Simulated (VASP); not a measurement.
Input of a VASP 6.6.1 run:

File INCAR:

```
SYSTEM = AlSi8NO16
ALGO = Normal
EDIFF = 1E-6
ENCUT = 520
GGA = PE
GGA_COMPAT = .False.
ISIF = 2
ISMEAR = -1
ISYM = -1
LASPH = .True.
LCHARG = .False.
LREAL = Auto
LWAVE = .False.
NBANDS = 87
NELM = 120
PREC = Accurate
SIGMA = 0.1379
```

The input KPOINTS:

```
explicit points
1
Reciprocal
  0.25000000   0.25000000   0.25000000 1
```

POSCAR

```
AlSi8NO16
1.0
    7.6361610000     -0.1511100000     -0.0835260000
   -0.1511100000      7.3133010000     -0.0381800000
   -0.0835260000     -0.0381800000      6.8622450000
Al N Si O
1 1 8 16
Direct
    0.4606003200      0.7180054473      0.6974761977
    0.5304888965      0.4292119376      0.6936331955
    0.6233730965      0.6394751173      0.2944501430
    0.7435641199      0.3705020037      0.5509874251
    1.0164857183      0.6488414607      0.6597366828
    0.2277918852      0.6619189033      0.2933092026
    0.3788760568      0.9673674006      0.0713990959
    0.0872012251     -0.0118265072      0.8586751178
    0.9492112058      0.0148335339      0.4894654970
    0.7837253286     -0.0197894255      0.1577852265
    0.4283395387      0.5849458212      0.2049363903
    0.3158955842      0.8923415213      0.2883750280
    0.2149287648      0.6414435376      0.5310576137
    0.5822300186      0.0294887336      0.1262495327
    0.1152915840      0.0495782716      0.6317472989
    0.3916526751      0.8445528793      0.8847244903
    0.7643842025      0.4546342583      0.3283415108
    0.7350585629      0.7592189610      0.1396565528
    0.9328978226      0.4405817480      0.6931573610
    0.3963830289      0.3036796150      0.6969877608
    0.8893372827      0.0615999356      0.9734969637
    0.0883387010      0.7622168609      0.8516623959
    0.2223276007      0.1189282915      0.0185822304
    0.5930270680      0.7390971162      0.5059287313
    0.7773024917      0.1402658184      0.5560233301
    0.9003100737      0.8136998985      0.5499063880
```

Potentials or basis: VASP PAW PBE potentials, release 64 (Al, N, Si, O).

Command:

```console
$ cat potpaw_PBE.64/Al/POTCAR potpaw_PBE.64/N/POTCAR potpaw_PBE.64/Si/POTCAR potpaw_PBE.64/O/POTCAR > POTCAR
$ mpirun -np 1 vasp_std > vasp.out
```

(1) Estimate the pressure.

(2) What does it give for the largest force?

Answers

(1) -1.4 GPa.

(2) 5.489 eV/Å.

Caveat: the atoms stand as in a frame of molecular dynamics.
